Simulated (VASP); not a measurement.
A run of VASP 6.6.1 is set up as follows.

The input INCAR:

```
SYSTEM = Si3Ge
PREC     = Accurate       ! precision mode
ENCUT    = 500            ! plane-wave cutoff, eV
EDIFF    = 1E-6           ! SCF threshold, eV
ISMEAR   = 0              ! smearing method
SIGMA    = 0.1            ! smearing width, eV
LREAL    = .FALSE.        ! projectors in reciprocal space
LASPH    = .TRUE.         ! aspherical terms in the spheres
NELM     = 120            ! most SCF steps
ALGO     = Normal         ! electronic algorithm
ISIF     = 2              ! what is computed and relaxed
LWAVE    = .FALSE.        ! write WAVECAR
LCHARG   = .FALSE.        ! write CHGCAR
GGA      = PE             ! functional
NBANDS   = 21             ! bands
GGA_COMPAT= .FALSE.
```

KPOINTS

```
regular mesh
0
G
  6 6 2
  0 0 0
```

The input POSCAR:

```
Si3Ge
1.0
    2.7118090200      0.0000000000      0.0000000000
   -1.3559045100      2.3484955000      0.0000000000
    0.0000000000      0.0000000000     10.1861852600
Si Ge
3 1
Direct
    0.0000000000      0.0000000000      0.0000000000
    0.0000000000      0.0000000000      0.2500000000
    0.0000000000      0.0000000000      0.7500000000
    0.0000000000      0.0000000000      0.5000000000
```

Potentials or basis: VASP PAW PBE potentials, release 64 (Si, Ge_d).

Launch:

```bash
$ cat potpaw_PBE.64/Si/POTCAR potpaw_PBE.64/Ge_d/POTCAR > POTCAR
$ mpirun -np 1 vasp_std > vasp.out
```

**Question.** Predict the pressure.

**Answer.** 0.6 GPa.

**Question.** Predict the band gap on the k mesh.

**Answer.** Zero (bands 13 and 14 overlap by 10.27 eV).

**Question.** Estimate the largest force.

**Answer.** 0.623 eV/Å.

Stress tensor (GPa, compression positive):
```
-4.18  0.00  0.00
 0.00 -4.18  0.00
 0.00  0.00 10.27
```

Caveat: the k points lie up to 0.45 Å⁻¹ apart, too coarse for converged energies and pressures of a metal.
